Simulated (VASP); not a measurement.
# Pb (Fm-3m) in VASP: a series of runs

The runs below take Pb through single point, relaxation of cell and atoms, with PBEsol.

Program: VASP 6.6.1. These are calculated values, not measurements. Logs are shortened: lines on timing, memory, paths and dates and some standing lists are left out, and cuts for length are marked.

## Step 1: The cell of the first run

It takes space group Fm-3m (No. 225, cubic). The conventional cell has a = 4.950 Å, b = 4.950 Å, c = 4.950 Å, α = 90.00°, β = 90.00°, γ = 90.00°. Pb (site symmetry m-3m) has 12 Pb at 3.50 Å within 4.6 Å.

## Step 2: Single point, PBEsol

File INCAR:

```
  PREC = Accurate
  ENCUT = 500
  EDIFF = 1E-6
  ISMEAR = -1
  SIGMA = 0.1
  LREAL = F
  LASPH = T
  NELM = 120
  ALGO = Normal
  ISIF = 2
  LWAVE = F
  LCHARG = T
  GGA = PS
  LELF = T
  LVHAR = T
  NBANDS = 13
  GGA_COMPAT = F
```

File KPOINTS:

```
regular mesh
0
Gamma
  7 7 7
```

File POSCAR:

```
Pb
1.0
    0.0000000000      2.4750200000      2.4750200000
    2.4750200000      0.0000000000      2.4750200000
    2.4750200000      2.4750200000      0.0000000000
Pb
1
Direct
    0.0000000000      0.0000000000      0.0000000000
```

Potentials or basis: VASP PAW PBE potentials, release 64 (Pb_d).

The run is started by

```bash
$ cat potpaw_PBE.64/Pb_d/POTCAR > POTCAR
$ mpirun -np 1 vasp_std > vasp.out
```

OUTCAR:

```text
PREC = Accurate
   ENCUT = 500
   EDIFF = 1E-6
   ISMEAR = -1
   LREAL = F
   LASPH = T
   NELM = 120
   ISIF = 2
   GGA = PS

 ion  position               nearest neighbor table
   1  0.000  0.000  0.000-

  LATTYP: Found a face centered cubic cell.
 ALAT       =     4.9500400000

  Lattice vectors:

 A1 = (   0.0000000000,   2.4750200000,   2.4750200000)
 A2 = (   2.4750200000,   0.0000000000,   2.4750200000)
 A3 = (   2.4750200000,   2.4750200000,   0.0000000000)

Analysis of symmetry for initial positions (statically):
=====================================================================
 Subroutine PRICEL returns:
 Original cell was already a primitive cell.

 Routine SETGRP: Setting up the symmetry group for a
 face centered cubic supercell.

 Subroutine GETGRP returns: Found 48 space group operations
 (whereof 48 operations were pure point group operations)
 out of a pool of 48 trial point group operations.

The static configuration has the point symmetry O_h .

Analysis of symmetry for dynamics (positions and initial velocities):
=====================================================================
 Subroutine PRICEL returns:
 Original cell was already a primitive cell.

 Routine SETGRP: Setting up the symmetry group for a
 face centered cubic supercell.

 Subroutine GETGRP returns: Found 48 space group operations
 (whereof 48 operations were pure point group operations)
 out of a pool of 48 trial point group operations.

The dynamic configuration has the point symmetry O_h .

 Subroutine INISYM returns: Found 48 space group operations
 (whereof 48 operations are pure point group operations),
 and found     1 'primitive' translations

----------------------------------------------------------------------------------------

                                     Primitive cell

  volume of cell :      30.3226

  direct lattice vectors                    reciprocal lattice vectors
     0.000000000  2.475020000  2.475020000    -0.202018570  0.202018570  0.202018570
     2.475020000  0.000000000  2.475020000     0.202018570 -0.202018570  0.202018570
     2.475020000  2.475020000  0.000000000     0.202018570  0.202018570 -0.202018570

  length of vectors
     3.500206851  3.500206851  3.500206851     0.349906427  0.349906427  0.349906427

  position of ions in fractional coordinates (direct lattice)
     0.000000000  0.000000000  0.000000000

  ion indices of the primitive-cell ions
   primitive index   ion index
                 1           1

----------------------------------------------------------------------------------------

 KPOINTS: regular mesh

Automatic generation of k-mesh.
 Grid dimensions read from file:
 generate k-points for:    7    7    7

 Generating k-lattice:

  Cartesian coordinates                     Fractional coordinates (reciprocal lattice)
    -0.028859796  0.028859796  0.028859796     0.142857143  0.000000000  0.000000000
     0.028859796 -0.028859796  0.028859796     0.000000000  0.142857143  0.000000000
     0.028859796  0.028859796 -0.028859796     0.000000000  0.000000000  0.142857143

  Length of vectors
     0.049986632  0.049986632  0.049986632

  Shift w.r.t. Gamma in fractional coordinates (k-lattice)
     0.000000000  0.000000000  0.000000000

 Subroutine IBZKPT returns following result:
 ===========================================

 Found     20 irreducible k-points:

 Following reciprocal coordinates:
            Coordinates               Weight
  0.000000  0.000000  0.000000      1.000000
  0.142857  0.000000  0.000000      8.000000
  0.285714  0.000000  0.000000      8.000000
  0.428571  0.000000  0.000000      8.000000
  0.142857  0.142857  0.000000      6.000000
  0.285714  0.142857  0.000000     24.000000
[... 12 lines left out ...]
 -0.428571  0.428571  0.142857     24.000000
 -0.285714  0.428571  0.142857     24.000000
   k-points           NKPTS =     20   k-points in BZ     NKDIM =     20   number of bands    NBANDS=     13
   number of dos      NEDOS =    301   number of ions     NIONS =      1
   total plane-waves  NPLWV =  21952
   dimension x,y,z NGX =    28 NGY =   28 NGZ =   28
   dimension x,y,z NGXF=    56 NGYF=   56 NGZF=   56
   ions per type =               1
   NGX,Y,Z   is equivalent  to a cutoff of  13.30, 13.30, 13.30 a.u.
   NGXF,Y,Z  is equivalent  to a cutoff of  26.60, 26.60, 26.60 a.u.
 SYSTEM =  unknown system
   PREC   = accura    normal or accurate (medium, high low for compatibility)
   ISTART =      0    job   : 0-new  1-cont  2-samecut
   ICHARG =      2    charge: 1-file 2-atom 10-const
   ISPIN  =      1    spin polarized calculation?
   LNONCOLLINEAR =      F non collinear calculations
   LSORBIT =      F    spin-orbit coupling
   LASPH  =      T    aspherical Exc in radial PAW
   ENCUT  =  500.0 eV  36.75 Ry    6.06 a.u.   6.38  6.38  6.38*2*pi/ulx,y,z
   NELM   =    120;   NELMIN=  2; NELMDL= -5     # of ELM steps
   EDIFF  = 0.1E-05   stopping-criterion for ELM
   LREAL  =      F    real-space projection
   EDIFFG = 0.1E-04   stopping-criterion for IOM
   NSW    =      0    number of steps for IOM
   IBRION =     -1    ionic relax: 0-MD 1-quasi-New 2-CG
   NFREE  =      0    steps in history (QN), initial steepest desc. (CG)
   ISIF   =      2    stress and relaxation
   ISYM   =      2    0-nonsym 1-usesym 2-fastsym
   POTIM  = 0.5000    time-step for ionic-motion
   TEBEG  =    0.0;   TEEND  =   0.0 temperature during run
   PSTRESS=    0.0 pullay stress
   NELECT =      14.0000    total number of electrons
   NUPDOWN=      -1.0000    fix difference up-down
   EMIN   =  10.00;   EMAX   =-10.00  energy-range for DOS
   EFERMI =   0.00;   METHOD = LEGACY
   ISMEAR =    -1;   SIGMA  =   0.10  broadening in eV -4-tet -1-fermi 0-gaus
   EFERMI_NEDOS =   21; number of points for ismear=-14 and -15
   IALGO  =     38    algorithm
   IMIX   =      4    mixing-type and parameters
     AMIX     =   0.40;   BMIX     =  1.00
     AMIX_MAG =   1.60;   BMIX_MAG =  1.00
  volume/ion in A,a.u.               =      30.32       204.63
  Fermi-wavevector in a.u.,A,eV,Ry     =   1.265306  2.391081 21.782907  1.600999
  Thomas-Fermi vector in A             =   2.398566
   LORBIT       =      0    0 simple, 1 ext, 2 COOP (PROOUT), +10 PAW based schemes
   GGA     = PS    functional components
   LHFCALC =     F    Hartree Fock is set to
   AEXX    =    0.0000 exact exchange contribution
   IVDW    =     0    specifies the selected vdW correction
   LEPSILON=     F    determine dielectric tensor
   LRPA    =     F    only Hartree local field effects (RPA)
 non-spin polarized calculation
  energy-cutoff  :      500.00
  volume of cell :       30.32
 maximum number of plane-waves:       779
 NGX is ok and might be reduce to    28
   NGX = 13   NGY = 13   NGZ = 13

 number of electron      13.9999999 magnetization

 Free energy of the ion-electron system (eV)
  ---------------------------------------------------
  ext. energy  EPLUGINS =         0.00000000
  ---------------------------------------------------
  free energy    TOTEN  =        -4.01532473 eV

  energy without entropy =       -4.00375565  energy(sigma->0) =       -4.00954019

 E-fermi :   7.1296     XC(G=0): -10.3395

 val. band max:        6.8956691408   @ k =   0.4286   0.2857   0.1429
 cond. band min:       7.3827808981   @ k =  -0.4286   0.4286   0.0000
 fundamental gap:      0.4871117574
 Fermi energy:         7.1296426385

 k-point     1 :       0.0000    0.0000    0.0000
  band No.  band energies     occupation
      1      -9.8762      2.00000
      2      -9.8762      2.00000
      3      -9.8762      2.00000
      4      -9.7336      2.00000
      5      -9.7336      2.00000
      6      -4.6647      2.00000
      7      14.5155      0.00000
      8      14.5155      0.00000
      9      14.5155      0.00000
     10      16.8639      0.00000
     11      18.4172      0.00000
     12      19.5817      0.00000
     13      19.5817      0.00000

 k-point     2 :       0.1429    0.0000    0.0000
  band No.  band energies     occupation
      1      -9.8779      2.00000
      2      -9.8517      2.00000
      3      -9.8517      2.00000
      4      -9.7317      2.00000
      5      -9.7317      2.00000
      6      -4.2711      2.00000
      7      11.1467      0.00000
      8      14.0764      0.00000
      9      14.0764      0.00000
     10      16.3495      0.00000
     11      19.7575      0.00000
     12      20.2338      0.00000
     13      20.3080      0.00000

 k-point     3 :       0.2857    0.0000    0.0000
  band No.  band energies     occupation
      1      -9.8889      2.00000
      2      -9.8430      2.00000
      3      -9.8430      2.00000
      4      -9.6788      2.00000
      5      -9.6788      2.00000
      6      -3.1058      2.00000
      7       6.8247      1.90950
      8      13.2865      0.00000
      9      13.2865      0.00000
     10      16.0350      0.00000
     11      18.1612      0.00000
     12      19.1461      0.00000
     13      19.1461      0.00000
[... 241 lines left out ...]
 k-point    19 :      -0.4286    0.4286    0.1429
  band No.  band energies     occupation
      1      -9.9535      2.00000
      2      -9.8949      2.00000
      3      -9.6936      2.00000
      4      -9.6311      2.00000
      5      -9.5812      2.00000
      6      -0.0662      2.00000
      7       4.9509      2.00000
      8       7.5775      0.02245
      9       8.2728      0.00002
     10      15.2835      0.00000
     11      16.2354      0.00000
     12      21.5978      0.00000
     13      24.3642      0.00000

 k-point    20 :      -0.2857    0.4286    0.1429
  band No.  band energies     occupation
      1      -9.9016      2.00000
      2      -9.8193      2.00000
      3      -9.7621      2.00000
      4      -9.6866      2.00000
      5      -9.5828      2.00000
      6       0.3041      2.00000
      7       5.3969      2.00000
      8       5.6412      2.00000
      9       8.5198      0.00000
     10      16.1324      0.00000
     11      19.6110      0.00000
     12      20.4955      0.00000
     13      20.7331      0.00000

------------------------ aborting loop because EDIFF is reached ----------------------------------------

  FORCE on cell =-STRESS in cart. coord.  units (eV):
  Direction    XX          YY          ZZ          XY          YZ          ZX
  --------------------------------------------------------------------------------------
  -------------------------------------------------------------------------------------
  Total       -0.0145676     -0.0145676     -0.0145676      0.0000000     -0.0000000      0.0000000
  in kB       -0.7697183     -0.7697183     -0.7697183      0.0000000     -0.0000000      0.0000000
  external PRESSURE =      -0.7697183 kB  Pullay stress =       0.0000000 kB

 VOLUME and BASIS-vectors are now :
 -----------------------------------------------------------------------------
  energy-cutoff  :      500.00
  volume of cell :       30.32
      direct lattice vectors                 reciprocal lattice vectors
     0.000000000  2.475020000  2.475020000    -0.202018570  0.202018570  0.202018570
     2.475020000  0.000000000  2.475020000     0.202018570 -0.202018570  0.202018570
     2.475020000  2.475020000  0.000000000     0.202018570  0.202018570 -0.202018570

 POSITION                                       TOTAL-FORCE (eV/Angst)
 -----------------------------------------------------------------------------------
      0.00000      0.00000      0.00000         0.000000     -0.000000     -0.000000
 -----------------------------------------------------------------------------------
    total drift:                               -0.000000      0.000000     -0.000000

  FREE ENERGIE OF THE ION-ELECTRON SYSTEM (eV)
  ---------------------------------------------------
  free  energy   TOTEN  =        -4.0153247301 eV

  energy  without entropy=       -4.0037556523  energy(sigma->0) =       -4.00954019
```

It took 3.9 s on 1 thread of AMD EPYC 9R45 (Zen 5), shared host; peak memory 0.12 GiB.

What came out:

```yaml
Free_energy: -4.0153 eV
Pressure: -0.1 GPa
Band_gap_on_the_k_mesh: zero (bands 7 and 8 overlap by 8.87 eV)
```

Caveat: the PAW data sets were made with another functional, which shifts forces and pressure a little; spin-orbit coupling is left out, which moves the levels of the heavy elements.

## Step 3: Relaxation of cell and atoms, PBEsol

File INCAR:

```
SYSTEM = Pb
PREC = Accurate ; ENCUT = 500
EDIFF = 1E-7 ; ISMEAR = -1
SIGMA = 0.1 ; LREAL = .False.
LASPH = .True. ; NELM = 120
ALGO = Normal ; ISIF = 3
LWAVE = .False. ; LCHARG = .False.
GGA = PS ; IBRION = 2
NSW = 80 ; EDIFFG = -0.03
GGA_COMPAT = .False. ; NELMIN = 4
```

File KPOINTS:

```
regular mesh
0
Gamma
  7 7 7
  0 0 0
```

POSCAR is that of step 2.

Potentials or basis: VASP PAW PBE potentials, release 64 (Pb_d).

The run is started by

```bash
$ cat potpaw_PBE.64/Pb_d/POTCAR > POTCAR
$ mpirun -np 1 vasp_std > vasp.out
```

OUTCAR:

```text
SYSTEM = Pb
   PREC = Accurate
   ENCUT = 500
   EDIFF = 1E-7
   ISMEAR = -1
   LREAL = .False.
   LASPH = .True.
   NELM = 120
   ISIF = 3
   GGA = PS
   IBRION = 2
   NSW = 80
   EDIFFG = -0.03
   NELMIN = 4

 ion  position               nearest neighbor table
   1  0.000  0.000  0.000-

  LATTYP: Found a face centered cubic cell.
 ALAT       =     4.9500400000

  Lattice vectors:

 A1 = (   0.0000000000,   2.4750200000,   2.4750200000)
 A2 = (   2.4750200000,   0.0000000000,   2.4750200000)
 A3 = (   2.4750200000,   2.4750200000,   0.0000000000)

Analysis of symmetry for initial positions (statically):
=====================================================================
 Subroutine PRICEL returns:
 Original cell was already a primitive cell.

 Routine SETGRP: Setting up the symmetry group for a
 face centered cubic supercell.

 Subroutine GETGRP returns: Found 48 space group operations
 (whereof 48 operations were pure point group operations)
 out of a pool of 48 trial point group operations.

The static configuration has the point symmetry O_h .

Analysis of symmetry for dynamics (positions and initial velocities):
=====================================================================
 Subroutine PRICEL returns:
 Original cell was already a primitive cell.

 Routine SETGRP: Setting up the symmetry group for a
 face centered cubic supercell.

 Subroutine GETGRP returns: Found 48 space group operations
 (whereof 48 operations were pure point group operations)
 out of a pool of 48 trial point group operations.

The dynamic configuration has the point symmetry O_h .

 Subroutine INISYM returns: Found 48 space group operations
 (whereof 48 operations are pure point group operations),
 and found     1 'primitive' translations

[... 111 lines left out ...]
   LORBIT       =      0    0 simple, 1 ext, 2 COOP (PROOUT), +10 PAW based schemes
   GGA     = PS    functional components
   LHFCALC =     F    Hartree Fock is set to
   AEXX    =    0.0000 exact exchange contribution
   IVDW    =     0    specifies the selected vdW correction
   LEPSILON=     F    determine dielectric tensor
   LRPA    =     F    only Hartree local field effects (RPA)
 conjugate gradient relaxation of ions
 non-spin polarized calculation
  energy-cutoff  :      500.00
  volume of cell :       30.32
 maximum number of plane-waves:       779
 NGX is ok and might be reduce to    28
   NGX = 13   NGY = 13   NGZ = 13

 number of electron      13.9999999 magnetization

 Free energy of the ion-electron system (eV)
  ---------------------------------------------------
  ext. energy  EPLUGINS =         0.00000000
  ---------------------------------------------------
  free energy    TOTEN  =        -4.01532472 eV

  energy without entropy =       -4.00375563  energy(sigma->0) =       -4.00954018

 E-fermi :   7.1296     XC(G=0): -10.3395

 val. band max:        6.8956655581   @ k =   0.4286   0.2857   0.1429
 cond. band min:       7.3827764110   @ k =  -0.4286   0.4286   0.0000
 fundamental gap:      0.4871108530
 Fermi energy:         7.1296385428

 k-point     1 :       0.0000    0.0000    0.0000
  band No.  band energies     occupation
      1      -9.8762      2.00000
      2      -9.8762      2.00000
      3      -9.8762      2.00000
      4      -9.7336      2.00000
      5      -9.7336      2.00000
      6      -4.6647      2.00000
      7      14.5155      0.00000
      8      14.5155      0.00000
      9      14.5155      0.00000
     10      16.8639      0.00000
     11      18.4172      0.00000
[... 253 lines left out ...]
 k-point    20 :      -0.2857    0.4286    0.1429
  band No.  band energies     occupation
      1      -9.9015      2.00000
      2      -9.8192      2.00000
      3      -9.7620      2.00000
      4      -9.6866      2.00000
      5      -9.5827      2.00000
      6       0.3041      2.00000
      7       5.3969      2.00000
      8       5.6412      2.00000
      9       8.5198      0.00000
     10      16.1324      0.00000
     11      19.6110      0.00000

------------------------ aborting loop because EDIFF is reached ----------------------------------------

  FORCE on cell =-STRESS in cart. coord.  units (eV):
  Direction    XX          YY          ZZ          XY          YZ          ZX
  --------------------------------------------------------------------------------------
  -------------------------------------------------------------------------------------
  Total       -0.0129444     -0.0129444     -0.0129444      0.0000000      0.0000000     -0.0000000
  in kB       -0.6839519     -0.6839519     -0.6839519      0.0000000      0.0000000     -0.0000000
  external PRESSURE =      -0.6839519 kB  Pullay stress =       0.0000000 kB

 VOLUME and BASIS-vectors are now :
 -----------------------------------------------------------------------------
  energy-cutoff  :      500.00
  volume of cell :       30.32
      direct lattice vectors                 reciprocal lattice vectors
     0.000000000  2.475020000  2.475020000    -0.202018570  0.202018570  0.202018570
     2.475020000  0.000000000  2.475020000     0.202018570 -0.202018570  0.202018570
     2.475020000  2.475020000  0.000000000     0.202018570  0.202018570 -0.202018570

 POSITION                                       TOTAL-FORCE (eV/Angst)
 -----------------------------------------------------------------------------------
      0.00000      0.00000      0.00000         0.000000      0.000000     -0.000000
 -----------------------------------------------------------------------------------
    total drift:                               -0.000000     -0.000000     -0.000000

  FREE ENERGIE OF THE ION-ELECTRON SYSTEM (eV)
  ---------------------------------------------------
  free  energy   TOTEN  =        -4.0153247205 eV

  energy  without entropy=       -4.0037556326  energy(sigma->0) =       -4.00954018

 reached required accuracy - stopping structural energy minimisation
```

OSZICAR:

```text
N       E                     dE             d eps       ncg     rms          rms(c)
DAV:   1     0.102981107921E+03    0.10298E+03   -0.73041E+03   440   0.141E+03
DAV:   2     0.842822154898E+00   -0.10214E+03   -0.10038E+03   449   0.334E+02
DAV:   3    -0.391133153212E+01   -0.47542E+01   -0.47247E+01   513   0.832E+01
DAV:   4    -0.402786848241E+01   -0.11654E+00   -0.11650E+00   563   0.139E+01
DAV:   5    -0.403148705506E+01   -0.36186E-02   -0.36184E-02   521   0.218E+00    0.566E-01
DAV:   6    -0.401865889100E+01    0.12828E-01   -0.20181E-02   530   0.274E+00    0.264E-01
DAV:   7    -0.401552825177E+01    0.31306E-02   -0.81292E-03   518   0.161E+00    0.867E-02
DAV:   8    -0.401532764325E+01    0.20061E-03   -0.36168E-04   619   0.390E-01    0.999E-03
DAV:   9    -0.401532490963E+01    0.27336E-05   -0.90578E-06   518   0.626E-02    0.432E-03
DAV:  10    -0.401532474067E+01    0.16896E-06   -0.53113E-07   500   0.868E-03    0.144E-04
DAV:  11    -0.401532472047E+01    0.20195E-07   -0.10655E-08   262   0.130E-03
   1 F= -.40153247E+01 E0= -.40095402E+01  d E =-.401532E+01
```

Run time: 3.6 s. Hardware: 1 thread of AMD EPYC 9R45 (Zen 5), shared host; peak memory 0.12 GiB.

What came out:

```yaml
Free_energy: -4.0153 eV
Pressure_after_relaxing: -0.1 GPa
Band_gap_on_the_k_mesh: zero (bands 7 and 8 overlap by 8.87 eV)
```

Final structure:
```yaml
crystal:
  lattice:
    - [0.00000, 2.47502, 2.47502]
    - [2.47502, 0.00000, 2.47502]
    - [2.47502, 2.47502, 0.00000]
  atoms:
    - { symbol: Pb, position: [0.00000, 0.00000, 0.00000] }
```

Caveat: the PAW data sets were made with another functional, which shifts forces and pressure a little; spin-orbit coupling is left out, which moves the levels of the heavy elements.

The gap in the log of VASP goes by the Fermi energy; the results here count the filled bands.